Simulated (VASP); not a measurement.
Here is a VASP 6.6.1 calculation.

Contents of INCAR:

```
SYSTEM = SnO2
ALGO = Normal
EDIFF = 1E-6
ENCUT = 520
GGA = PE
ISIF = 2
ISMEAR = 0
LASPH = .TRUE.
LCHARG = .TRUE.
LELF = .TRUE.
LREAL = .FALSE.
LVHAR = .TRUE.
LWAVE = .FALSE.
NBANDS = 20
NELM = 100
PREC = Accurate
SIGMA = 0.15
```

KPOINTS

```
k-points
0
G
  16 16 16
  0 0 0
```

POSCAR

```
SnO2
1.0
    0.0000000000      2.5716524213      2.5459358971
    2.5716524213      0.0000000000      2.5459358971
    2.5716524213      2.5716524213      0.0000000000
Sn O
1 2
Direct
    0.0000000000      0.0000000000      0.0000000000
    0.2500000000      0.2500000000      0.2500000000
    0.7500000000      0.7500000000      0.7500000000
```

Potentials or basis: VASP PAW PBE potentials, release 64 (Sn_d, O).

Launch:

```console
$ cat potpaw_PBE.64/Sn_d/POTCAR potpaw_PBE.64/O/POTCAR > POTCAR
$ mpirun -np 1 vasp_std > vasp.out
```

Estimate the pressure.

2.5 GPa.

What does it give for the band gap on the k mesh?

Zero (bands 13 and 14 overlap by 0.09 eV).

Stress tensor (GPa, compression positive):
```
1.07 0.00 0.00
0.00 1.07 0.00
0.00 0.00 5.41
```

Caveat: the cell differs from its parent crystal (strain -0.0100 x Voigt [0, 0, 1, 0, 0, 0]); semilocal functionals underestimate gaps, so a narrow gap can read as zero; spin-orbit coupling is left out, which moves the levels of the heavy elements.
